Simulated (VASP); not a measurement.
# LiF (Fm-3m) in VASP: notebook

Runs on LiF. Level: LDA. Tasks: single point.

Everything below comes from runs of VASP 6.6.1. Logs are shortened: lines on timing, memory, paths and dates and some standing lists are left out, and cuts for length are marked.

**1. The cell of the first run**

The structure is cubic, space group Fm-3m (No. 225). Conventional cell: a = 4.028 Å, b = 4.028 Å, c = 4.028 Å, α = 90.00°, β = 90.00°, γ = 90.00°. Li (site symmetry m-3m) has 6 F at 2.01 Å within 2.7 Å. F (site symmetry m-3m) has 6 Li at 2.01 Å within 2.7 Å.

**2. Single point, LDA**

Contents of INCAR:

```
  PREC = Accurate
  ENCUT = 750
  EDIFF = 1E-6
  ISMEAR = -1
  SIGMA = 0.03
  LREAL = False
  LASPH = True
  NELM = 120
  ALGO = Normal
  ISIF = 2
  LWAVE = False
  LCHARG = False
  GGA = CA
  NBANDS = 12
  GGA_COMPAT = False
```

Contents of KPOINTS:

```
Automatic mesh
0
Gamma
  10 10 10
```

Contents of POSCAR:

```
LiF
1.0
    0.0000000000      2.0140000000      2.0140000000
    2.0140000000      0.0000000000      2.0140000000
    2.0140000000      2.0140000000      0.0000000000
Li F
1 1
Direct
    0.0000000000      0.0000000000      0.0000000000
    0.5000000000      0.5000000000      0.5000000000
```

Potentials or basis: VASP PAW LDA potentials, release 64 (Li_sv, F).

The run is started by

```bash
$ cat potpaw_LDA.64/Li_sv/POTCAR potpaw_LDA.64/F/POTCAR > POTCAR
$ mpirun -np 1 vasp_std > vasp.out
```

OUTCAR:

```text
PREC = Accurate
   ENCUT = 750
   EDIFF = 1E-6
   ISMEAR = -1
   LREAL = False
   LASPH = True
   NELM = 120
   ISIF = 2
   GGA = CA

 ion  position               nearest neighbor table
   1  0.000  0.000  0.000-   2 2.01   2 2.01   2 2.01   2 2.01   2 2.01   2 2.01
   2  0.500  0.500  0.500-   1 2.01   1 2.01   1 2.01   1 2.01   1 2.01   1 2.01

  LATTYP: Found a face centered cubic cell.
 ALAT       =     4.0280000000

  Lattice vectors:

 A1 = (   0.0000000000,   2.0140000000,   2.0140000000)
 A2 = (   2.0140000000,   0.0000000000,   2.0140000000)
 A3 = (   2.0140000000,   2.0140000000,   0.0000000000)

Analysis of symmetry for initial positions (statically):
=====================================================================
 Subroutine PRICEL returns:
 Original cell was already a primitive cell.

 Routine SETGRP: Setting up the symmetry group for a
 face centered cubic supercell.

 Subroutine GETGRP returns: Found 48 space group operations
 (whereof 48 operations were pure point group operations)
 out of a pool of 48 trial point group operations.

The static configuration has the point symmetry O_h .

Analysis of symmetry for dynamics (positions and initial velocities):
=====================================================================
 Subroutine PRICEL returns:
 Original cell was already a primitive cell.

 Routine SETGRP: Setting up the symmetry group for a
 face centered cubic supercell.

 Subroutine GETGRP returns: Found 48 space group operations
 (whereof 48 operations were pure point group operations)
 out of a pool of 48 trial point group operations.

The dynamic configuration has the point symmetry O_h .

 Subroutine INISYM returns: Found 48 space group operations
 (whereof 48 operations are pure point group operations),
 and found     1 'primitive' translations

----------------------------------------------------------------------------------------

                                     Primitive cell

  volume of cell :      16.3384

  direct lattice vectors                    reciprocal lattice vectors
     0.000000000  2.014000000  2.014000000    -0.248262165  0.248262165  0.248262165
     2.014000000  0.000000000  2.014000000     0.248262165 -0.248262165  0.248262165
     2.014000000  2.014000000  0.000000000     0.248262165  0.248262165 -0.248262165

  length of vectors
     2.848226115  2.848226115  2.848226115     0.430002683  0.430002683  0.430002683

  position of ions in fractional coordinates (direct lattice)
     0.000000000  0.000000000  0.000000000
     0.500000000  0.500000000  0.500000000

  ion indices of the primitive-cell ions
   primitive index   ion index
                 1           1
                 2           2

----------------------------------------------------------------------------------------

 KPOINTS: Automatic mesh

Automatic generation of k-mesh.
 Grid dimensions read from file:
 generate k-points for:   10   10   10

 Generating k-lattice:

  Cartesian coordinates                     Fractional coordinates (reciprocal lattice)
    -0.024826216  0.024826216  0.024826216     0.100000000  0.000000000  0.000000000
     0.024826216 -0.024826216  0.024826216     0.000000000  0.100000000  0.000000000
     0.024826216  0.024826216 -0.024826216     0.000000000  0.000000000  0.100000000

  Length of vectors
     0.043000268  0.043000268  0.043000268

  Shift w.r.t. Gamma in fractional coordinates (k-lattice)
     0.000000000  0.000000000  0.000000000

 Subroutine IBZKPT returns following result:
 ===========================================

 Found     47 irreducible k-points:

 Following reciprocal coordinates:
            Coordinates               Weight
  0.000000  0.000000  0.000000      1.000000
  0.100000  0.000000  0.000000      8.000000
  0.200000  0.000000  0.000000      8.000000
  0.300000  0.000000  0.000000      8.000000
  0.400000  0.000000  0.000000      8.000000
  0.500000  0.000000  0.000000      4.000000
[... 16 lines left out ...]
  0.300000  0.300000  0.000000      6.000000
  0.400000  0.300000  0.000000     24.000000
 [... further k-points ...]
   k-points           NKPTS =     47   k-points in BZ     NKDIM =     47   number of bands    NBANDS=     12
   number of dos      NEDOS =    301   number of ions     NIONS =      2
   total plane-waves  NPLWV =  21952
   dimension x,y,z NGX =    28 NGY =   28 NGZ =   28
   dimension x,y,z NGXF=    56 NGYF=   56 NGZF=   56
   ions per type =               1   1
   NGX,Y,Z   is equivalent  to a cutoff of  16.34, 16.34, 16.34 a.u.
   NGXF,Y,Z  is equivalent  to a cutoff of  32.69, 32.69, 32.69 a.u.
 SYSTEM =  unknown system
   PREC   = accura    normal or accurate (medium, high low for compatibility)
   ISTART =      0    job   : 0-new  1-cont  2-samecut
   ICHARG =      2    charge: 1-file 2-atom 10-const
   ISPIN  =      1    spin polarized calculation?
   LNONCOLLINEAR =      F non collinear calculations
   LSORBIT =      F    spin-orbit coupling
   LASPH  =      T    aspherical Exc in radial PAW
   ENCUT  =  750.0 eV  55.12 Ry    7.42 a.u.   6.36  6.36  6.36*2*pi/ulx,y,z
   NELM   =    120;   NELMIN=  2; NELMDL= -5     # of ELM steps
   EDIFF  = 0.1E-05   stopping-criterion for ELM
   LREAL  =      F    real-space projection
   EDIFFG = 0.1E-04   stopping-criterion for IOM
   NSW    =      0    number of steps for IOM
   IBRION =     -1    ionic relax: 0-MD 1-quasi-New 2-CG
   NFREE  =      0    steps in history (QN), initial steepest desc. (CG)
   ISIF   =      2    stress and relaxation
   ISYM   =      2    0-nonsym 1-usesym 2-fastsym
   POTIM  = 0.5000    time-step for ionic-motion
   TEBEG  =    0.0;   TEEND  =   0.0 temperature during run
   PSTRESS=    0.0 pullay stress
   NELECT =      10.0000    total number of electrons
   NUPDOWN=      -1.0000    fix difference up-down
   EMIN   =  10.00;   EMAX   =-10.00  energy-range for DOS
   EFERMI =   0.00;   METHOD = LEGACY
   ISMEAR =    -1;   SIGMA  =   0.03  broadening in eV -4-tet -1-fermi 0-gaus
   EFERMI_NEDOS =   21; number of points for ismear=-14 and -15
   IALGO  =     38    algorithm
   IMIX   =      4    mixing-type and parameters
     AMIX     =   0.40;   BMIX     =  1.00
     AMIX_MAG =   1.60;   BMIX_MAG =  1.00
  volume/ion in A,a.u.               =       8.17        55.13
  Fermi-wavevector in a.u.,A,eV,Ry     =   1.389970  2.626662 26.286674  1.932016
  Thomas-Fermi vector in A             =   2.513950
   LORBIT       =      0    0 simple, 1 ext, 2 COOP (PROOUT), +10 PAW based schemes
   GGA     = CA    functional components
   LHFCALC =     F    Hartree Fock is set to
   AEXX    =    0.0000 exact exchange contribution
   IVDW    =     0    specifies the selected vdW correction
   LEPSILON=     F    determine dielectric tensor
   LRPA    =     F    only Hartree local field effects (RPA)
 non-spin polarized calculation
  energy-cutoff  :      750.00
  volume of cell :       16.34
 maximum number of plane-waves:       778
 NGX is ok and might be reduce to    28
   NGX = 13   NGY = 13   NGZ = 13

 number of electron      10.0000002 magnetization

 Free energy of the ion-electron system (eV)
  ---------------------------------------------------
  ext. energy  EPLUGINS =         0.00000000
  ---------------------------------------------------
  free energy    TOTEN  =       -10.47648333 eV

  energy without entropy =      -10.47648333  energy(sigma->0) =      -10.47648333

 E-fermi :  -0.4845     XC(G=0): -10.6688

 val. band max:       -1.3085599611   @ k =   0.0000   0.0000   0.0000
 cond. band min:       7.5183855608   @ k =   0.0000   0.0000   0.0000
 fundamental gap:      8.8269455219
 Fermi energy:        -0.4845177426

 k-point     1 :       0.0000    0.0000    0.0000
  band No.  band energies     occupation
      1     -41.0430      2.00000
      2     -20.8745      2.00000
      3      -1.3086      2.00000
      4      -1.3086      2.00000
      5      -1.3086      2.00000
      6       7.5184      0.00000
      7      22.1580      0.00000
      8      22.1580      0.00000
      9      22.1580      0.00000
     10      22.6065      0.00000
     11      22.6065      0.00000
     12      22.6065      0.00000

 k-point     2 :       0.1000    0.0000    0.0000
  band No.  band energies     occupation
      1     -41.0364      2.00000
      2     -20.8345      2.00000
      3      -1.6043      2.00000
      4      -1.3319      2.00000
      5      -1.3319      2.00000
      6       7.8047      0.00000
      7      19.5235      0.00000
      8      20.9308      0.00000
      9      20.9308      0.00000
     10      23.6337      0.00000
     11      23.6337      0.00000
     12      23.6352      0.00000

 k-point     3 :       0.2000    0.0000    0.0000
  band No.  band energies     occupation
      1     -41.0192      2.00000
      2     -20.7269      2.00000
      3      -2.3118      2.00000
      4      -1.3920      2.00000
      5      -1.3920      2.00000
      6       8.4320      0.00000
      7      17.0695      0.00000
      8      19.4401      0.00000
      9      19.4401      0.00000
     10      24.6078      0.00000
     11      24.9916      0.00000
     12      24.9916      0.00000

 k-point     4 :       0.3000    0.0000    0.0000
  band No.  band energies     occupation
      1     -40.9979      2.00000
      2     -20.5877      2.00000
      3      -3.0936      2.00000
      4      -1.4635      2.00000
      5      -1.4635      2.00000
      6       8.9391      0.00000
      7      15.6198      0.00000
      8      18.1961      0.00000
      9      18.1961      0.00000
     10      25.9687      0.00000
     11      26.6732      0.00000
     12      26.6732      0.00000

 k-point     5 :       0.4000    0.0000    0.0000
  band No.  band energies     occupation
      1     -40.9807      2.00000
      2     -20.4698      2.00000
      3      -3.6765      2.00000
      4      -1.5192      2.00000
      5      -1.5192      2.00000
      6       9.0835      0.00000
      7      15.1200      0.00000
      8      17.3929      0.00000
      9      17.3929      0.00000
     10      27.5504      0.00000
     11      28.3917      0.00000
     12      28.3917      0.00000
[... 228 lines left out ...]
      1     -40.9754      2.00000
      2     -20.3980      2.00000
      3      -3.3626      2.00000
      4      -2.5016      2.00000
      5      -1.5564      2.00000
      6      10.2663      0.00000
      7      14.1715      0.00000
      8      17.6270      0.00000
      9      17.6972      0.00000
     10      27.1561      0.00000
     11      27.3852      0.00000
     12      27.6890      0.00000

 k-point    22 :      -0.2000    0.2000    0.0000
  band No.  band energies     occupation
      1     -40.9912      2.00000
      2     -20.5245      2.00000
      3      -2.9506      2.00000
      4      -2.2059      2.00000
      5      -1.4184      2.00000
      6       9.6408      0.00000
      7      14.9327      0.00000
      8      18.0777      0.00000
      9      18.1945      0.00000
     10      25.5521      0.00000
     11      25.8480      0.00000
     12      28.4149      0.00000

 k-point    23 :       0.3000    0.3000    0.0000
  band No.  band energies     occupation
      1     -40.9852      2.00000
      2     -20.4378      2.00000
      3      -3.2703      2.00000
      4      -1.9930      2.00000
      5      -1.9930      2.00000
      6      10.6368      0.00000
      7      16.1893      0.00000
      8      17.3177      0.00000
      9      18.6343      0.00000
     10      18.6343      0.00000
     11      32.8392      0.00000
     12      32.9295      0.00000

 k-point    24 :       0.4000    0.3000    0.0000
  band No.  band energies     occupation
      1     -40.9724      2.00000
      2     -20.3211      2.00000
      3      -3.7022      2.00000
      4      -2.2104      2.00000
      5      -2.0942      2.00000
      6      11.4339      0.00000
      7      15.0458      0.00000
      8      16.8313      0.00000
      9      18.3837      0.00000
     10      19.4602      0.00000
     11      32.3016      0.00000
     12      33.2197      0.00000

 [... further k-points ...]

------------------------ aborting loop because EDIFF is reached ----------------------------------------

  FORCE on cell =-STRESS in cart. coord.  units (eV):
  Direction    XX          YY          ZZ          XY          YZ          ZX
  --------------------------------------------------------------------------------------
  -------------------------------------------------------------------------------------
  Total       -0.7074573     -0.7074573     -0.7074573      0.0000000      0.0000000      0.0000000
  in kB      -69.3749121    -69.3749121    -69.3749121      0.0000000      0.0000000      0.0000000
  external PRESSURE =     -69.3749121 kB  Pullay stress =       0.0000000 kB

 VOLUME and BASIS-vectors are now :
 -----------------------------------------------------------------------------
  energy-cutoff  :      750.00
  volume of cell :       16.34
      direct lattice vectors                 reciprocal lattice vectors
     0.000000000  2.014000000  2.014000000    -0.248262165  0.248262165  0.248262165
     2.014000000  0.000000000  2.014000000     0.248262165 -0.248262165  0.248262165
     2.014000000  2.014000000  0.000000000     0.248262165  0.248262165 -0.248262165

 POSITION                                       TOTAL-FORCE (eV/Angst)
 -----------------------------------------------------------------------------------
      0.00000      0.00000      0.00000         0.000000      0.000000      0.000000
      2.01400      2.01400      2.01400        -0.000000     -0.000000     -0.000000
 -----------------------------------------------------------------------------------
    total drift:                                0.000000      0.000000      0.000000

  FREE ENERGIE OF THE ION-ELECTRON SYSTEM (eV)
  ---------------------------------------------------
  free  energy   TOTEN  =       -10.4764833337 eV

  energy  without entropy=      -10.4764833337  energy(sigma->0) =      -10.47648333
```

Run time: 27 s. Hardware: 1 thread of Intel Xeon 8259CL, shared host; peak memory 0.14 GiB.

Results:

| Quantity | Value |
| --- | --- |
| Free energy | -10.4765 eV |
| Pressure | -6.9 GPa |
| Band gap on the k mesh | 8.83 eV |

Caveat: the cell stands under tension. Expect the measured gap to be larger: semilocal functionals such as LDA lack the derivative discontinuity.

(Part 1 of 2 ends here.)
